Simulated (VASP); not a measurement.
Here is a VASP 6.6.1 calculation.

POSCAR

```
ZnS
1.0
   -2.7046500000     -2.7046500000      0.0000000000
    2.7046500000     -2.7046500000      0.0000000000
    0.0000000000      0.0000000000     12.3186000000
Zn S
4 4
Direct
    0.0000000000      0.0000000000      0.8233433588
    0.5000000000      0.5000000000      0.1646686718
    0.0000000000      0.0000000000      0.3842269008
    0.5000000000      0.5000000000      0.6037851298
    0.5000000000      0.0000000000      0.2744477863
    0.0000000000      0.5000000000      0.4940060153
    0.5000000000      0.0000000000      0.7135642443
    0.0000000000      0.5000000000      0.0548895573
```

Contents of INCAR.step1:

```
PREC = Accurate
ENCUT = 520
ISMEAR = 0
SIGMA = 0.05
LREAL = False
LASPH = True
NELM = 80
NBANDS = 46
GGA = PE
ALGO = Normal
EDIFF = 1E-4
LWAVE = True
LCHARG = False
```

INCAR.step2

```
PREC = Accurate
ENCUT = 520
EDIFF = 1E-6
ISMEAR = 0
SIGMA = 0.05
LREAL = False
LASPH = True
NELM = 80
ALGO = Normal
ISIF = 2
LWAVE = False
LCHARG = False
METAGGA = R2SCAN
LMIXTAU = True
NBANDS = 46
ISTART = 1
```

The input KPOINTS:

```
regular mesh
0
Gamma
  6 6 2
```

Potentials or basis: VASP PAW PBE potentials, release 64 (Zn, S).

The run is started by

```console
$ cat potpaw_PBE.64/Zn/POTCAR potpaw_PBE.64/S/POTCAR > POTCAR
$ cp INCAR.step1 INCAR
$ mpirun -np 1 vasp_std > vasp.out
$ cp INCAR.step2 INCAR
$ mpirun -np 1 vasp_std > vasp.out
```

(1) Estimate the pressure.

(2) Estimate the band gap on the k mesh.

(3) Estimate the largest force.

Results:

(1) -2.9 GPa.

(2) zero (bands 36 and 37 overlap by 0.21 eV).

(3) 1.254 eV/Å.

Caveat: the cell differs from its parent crystal (the distance across one plane changed); the stress differs along the axes, from -7 to -1 GPa; semilocal functionals underestimate gaps, and a narrow one can read as zero; the PAW data sets were made with another functional, which shifts forces and pressure a little.
